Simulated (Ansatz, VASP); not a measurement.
## Two plane-wave programs on Te2Mo

```
Te Mo
1.0
     3.51820    0.00000    0.00000
    -1.75910    3.04685    0.00000
     0.00000    0.00000   13.97360
Te Mo
4 2
Direct
  0.66667 0.33333 0.37900
  0.33333 0.66667 0.87900
  0.66667 0.33333 0.12100
  0.33333 0.66667 0.62100
  0.66667 0.33333 0.75000
  0.33333 0.66667 0.25000
```

Alike in both runs: task single point; functional PBE; k mesh 7 × 7 × 2; occupations fermi-dirac, width 0.05 eV; no spin polarisation.

|  | VASP | Ansatz |
| --- | --- | --- |
| version | VASP 6.6.1 | Ansatz 0.2.0 |
| potentials or method | VASP PAW PBE potentials, release 64 (Te, Mo_sv) | Ansatz PAW |
| plane-wave cutoff (eV) | 520 | 420 |
| valence electrons in the cell | 52 | 92 |

Ansatz gave:

```
gap on the k mesh at the Fermi level (eV)                     : 0.84
least direct gap on the mesh (eV)                             : 1.25
pressure (GPa)                                                : 2.9
traceless stress, the component that is largest in VASP (GPa) : 0.44
rms of the force components (eV/Å)                            : 0.082
```

Problem. Which values does VASP return?

Solution. gap on the k mesh at the Fermi level (eV): 0.84; least direct gap on the mesh (eV): 1.25; pressure (GPa): 2.9; traceless stress, the component that is largest in VASP (GPa): 0.50; rms of the force components (eV/Å): 0.089.

Atom by atom the forces differ by 0.007 eV/Å (rms over components). VASP's potentials hold 52 valence electrons a cell and Ansatz's 92, so a difference there can come from the potentials and not from the codes.

Spin-orbit coupling is off throughout. Noted on Ansatz's run: odd divisions of the mesh miss points on the zone boundary, where band edges often lie, so the gap on the mesh can be too wide.
